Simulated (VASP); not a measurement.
Set up this calculation in VASP 6.6.1, as the native input.

```
Task                   : single point
Functional             : PBE
Potentials or basis    : VASP PAW PBE potentials, release 64 (Ca_sv)
Cutoff                 : 520 eV
k mesh                 : 14 × 14 × 14
Occupations            : gaussian, width 0.15 eV
Spin                   : no spin polarisation
Dipole correction      : no
Further INCAR settings : ALGO = Fast; EDIFF = 1e-06; NBANDS = 11
```

The structure of Ca lies in POSCAR:

```
Ca
1.0
    0.0000000000      2.7942000000      2.7942000000
    2.7522870000      0.0000000000      2.7942000000
    2.7522870000      2.7942000000      0.0000000000
Ca
1
Direct
    0.0000000000      0.0000000000      0.0000000000
```

This cell differs from its parent crystal: strain -0.0150 x Voigt [1, 0, 0, 0, 0, 0].

These files were run (other wordings do the same):

INCAR

```
ALGO = Fast
EDIFF = 1E-6
ENCUT = 520
GGA = PE
ISIF = 2
ISMEAR = 0
LASPH = T
LCHARG = F
LREAL = F
LWAVE = F
NBANDS = 11
NELM = 80
PREC = Accurate
SIGMA = 0.15
```

KPOINTS

```
k-points
0
Gamma
  14 14 14
```

Potentials or basis: VASP PAW PBE potentials, release 64 (Ca_sv).

The run is started by

```console
$ cat potpaw_PBE.64/Ca_sv/POTCAR > POTCAR
$ mpirun -np 1 vasp_std > vasp.out
```

Results of the run:

```yaml
Pressure: -0.3 GPa
Band_gap_on_the_k_mesh: zero (bands 5 and 6 overlap by 0.34 eV)
```

Caveat: the cell differs from its parent crystal (strain -0.0150 x Voigt [1, 0, 0, 0, 0, 0]).

Run time: 50 s on 1 thread of AMD EPYC 9R45 96-Core Processor (Zen 5), on a shared host, peak memory 0.22 GiB.
